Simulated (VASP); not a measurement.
Wanted: the native input for a VASP 6.6.1 run.

* Task: single point
* Functional: LDA
* Potentials or basis: VASP PAW LDA potentials, release 64 (Y_sv, Mo_sv, Si, P)
* Cutoff: 520 eV
* k mesh: 2 × 2 × 4
* Occupations: methfessel-paxton, width 0.15 eV
* Spin: no spin polarisation
* Dipole correction: no
* Further INCAR settings: ALGO = Normal; EDIFF = 1e-06; NBANDS = 61

The structure of Y2Si2MoP lies in POSCAR:

```
Y2Si2MoP
1.0
    7.1186557800      0.0000000000      0.0000000000
    0.0000000000      7.1186557800      0.0000000000
    0.0000000000      0.0000000000      4.2964836400
Y Mo Si P
4 2 4 2
Direct
    0.1938398263      0.6592418773      0.4893932286
    0.3193771507      0.1596776182      0.4907312995
    0.8706042533      0.3168258264      0.5387896694
    0.6457318828      0.8282771611      0.5023054155
   -0.0272808527     -0.0070707169      0.0216113938
    0.4952638685      0.5257729992     -0.0199088388
    0.6244355869      0.1241068577     -0.0005720957
    0.8697498785      0.6324446833     -0.0210974852
    0.3674095336      0.8768960311     -0.0380890546
    0.1383355272      0.4022925238     -0.0128789039
    0.0044848355     -0.0356706389      0.5118967473
    0.5334462176      0.4616912380      0.4905672118
```

These files were run (other wordings do the same):

INCAR

```
SYSTEM = Y2Si2MoP
ALGO = Normal
EDIFF = 1E-6
ENCUT = 520
ISIF = 2
ISMEAR = 1
LASPH = .TRUE.
LCHARG = .TRUE.
LELF = .TRUE.
LREAL = .FALSE.
LVHAR = .TRUE.
LWAVE = .FALSE.
NBANDS = 61
NELM = 100
PREC = Accurate
SIGMA = 0.15
```

KPOINTS

```
k-points
0
G
  2 2 4
  0 0 0
```

Potentials or basis: VASP PAW LDA potentials, release 64 (Y_sv, Mo_sv, Si, P).

Command:

```bash
$ cat potpaw_LDA.64/Y_sv/POTCAR potpaw_LDA.64/Mo_sv/POTCAR potpaw_LDA.64/Si/POTCAR potpaw_LDA.64/P/POTCAR > POTCAR
$ mpirun -np 1 vasp_std > vasp.out
```

It gave:

* Pressure: 4.0 GPa
* Largest force: 2.035 eV/Å
* Band gap on the k mesh: zero (bands 49 and 50 overlap by 1.19 eV)

Caveat: the k points lie up to 0.44 Å⁻¹ apart, too coarse for converged energies and pressures of a metal; forces of over 1 eV/Å act on the atoms, so gaps and moduli don't describe the material at rest.

Run time: 3.7 min on 1 thread of Intel(R) Xeon(R) Platinum 8259CL CPU @ 2.50GHz (Skylake/Cascade Lake) (shared host), peak memory 0.33 GiB.
